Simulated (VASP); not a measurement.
Set up this calculation in VASP 6.6.1, as the native input.

```
Task                   : single point
Functional             : PBE
Potentials or basis    : VASP PAW PBE potentials, release 64 (Pb_d, S)
Cutoff                 : 500 eV
k mesh                 : 6 × 6 × 6
Occupations            : methfessel-paxton, width 0.02 eV
Spin                   : no spin polarisation
Dipole correction      : no
Further INCAR settings : ALGO = Normal; EDIFF = 1e-06; NBANDS = 17
```

The structure of PbS (Galena) lies in POSCAR:

```
PbS
1.0
    0.0000000000      2.9458450378      2.9458450378
    2.9458450378      0.0000000000      2.9458450378
    2.9458450378      2.9458450378      0.0000000000
Pb S
1 1
Direct
    0.0000000000      0.0000000000      0.0000000000
    0.5000000000      0.5000000000      0.5000000000
```

These files were run (other wordings do the same):

INCAR

```
SYSTEM = PbS
ALGO     = Normal         ! electronic algorithm
EDIFF    = 1E-6           ! SCF threshold, eV
ENCUT    = 500            ! plane-wave cutoff, eV
GGA      = PE             ! functional
GGA_COMPAT= .False.      
ISIF     = 2              ! what is computed and relaxed
ISMEAR   = 1              ! smearing method
LASPH    = .True.         ! aspherical terms in the spheres
LCHARG   = .True.         ! write CHGCAR
LELF     = .True.         ! ELF
LREAL    = .False.        ! projectors in reciprocal space
LVHAR    = .True.       
LWAVE    = .False.        ! write WAVECAR
NBANDS   = 17             ! bands
NELM     = 120            ! most SCF steps
PREC     = Accurate       ! precision mode
SIGMA    = 0.02           ! smearing width, eV
```

KPOINTS

```
k-points
0
Gamma
  6 6 6
  0 0 0
```

Potentials or basis: VASP PAW PBE potentials, release 64 (Pb_d, S).

Launch:

```sh
$ cat potpaw_PBE.64/Pb_d/POTCAR potpaw_PBE.64/S/POTCAR > POTCAR
$ mpirun -np 1 vasp_std > vasp.out
```

Results of the run:

The pressure is 3.4 GPa. The band gap on the k mesh is 0.29 eV, direct.

Caveat: spin-orbit coupling is left out, which moves the levels of the heavy elements.

Wall time 13 s on 1 thread of Intel(R) Xeon(R) Platinum 8259CL CPU @ 2.50GHz (Skylake/Cascade Lake) (shared host), peak memory 0.17 GiB.
